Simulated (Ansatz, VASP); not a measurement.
## Two plane-wave programs on Si4O7

```xyz
11
Lattice="0.0000 4.1549 -2.6614 0.0000 -4.1549 -2.6614 -4.1549 0.0000 2.6614" Properties=species:S:1:pos:R:3 pbc="T T T"
Si   -2.0774   -2.0774   -1.3307
Si   -2.0774    2.0774   -1.3307
Si   -4.1549    0.0000    2.6614
Si   -4.1549    0.0000    0.0000
O    -1.2696    2.8853   -2.6614
O    -3.3470   -0.8079   -1.3307
O    -3.3470   -0.8079    1.3307
O    -2.8853   -2.8853    0.0000
O    -2.4814    1.6735    0.0000
O    -0.8079    0.8079   -3.9922
O    -0.8079    0.8079   -1.3307
```

Change from the starting cell: O vacancy; atom 9 moved 0.250 of the way to it and +0.000 Å across, host rigid.

Alike in both runs: task single point; functional LDA; k mesh 6 × 6 × 6; occupations gaussian, width 0.05 eV; no spin polarisation.

```csv
,VASP,Ansatz
version,VASP 6.6.1,Ansatz 0.2.0
potentials or method,"VASP PAW LDA potentials, release 64 (Si, O), cutoff 520 eV","scalar-relativistic, plane waves, PAW"
valence electrons in the cell,58,58
```

|  | VASP | Ansatz | Ansatz less VASP |
| --- | --- | --- | --- |
| gap on the k mesh at the Fermi level (eV) | 1.19 | 1.18 | -0.007 |
| least direct gap on the mesh (eV) | 1.71 | 1.70 | -0.008 |
| pressure (GPa) | 19.9 | 19.1 | -0.81 |
| traceless stress, the component that is largest in VASP (GPa) | 24.48 | 23.87 | -0.615 |
| rms of the force components (eV/Å) | 3.381 | 3.397 | +0.0162 |

Ansatz warns that its potentials were made for another functional, while VASP's fit it. LDA's correlation is that of Perdew and Zunger in VASP and of Perdew and Wang (1992) in Ansatz. Atom by atom the forces differ by 0.026 eV/Å (rms over components).
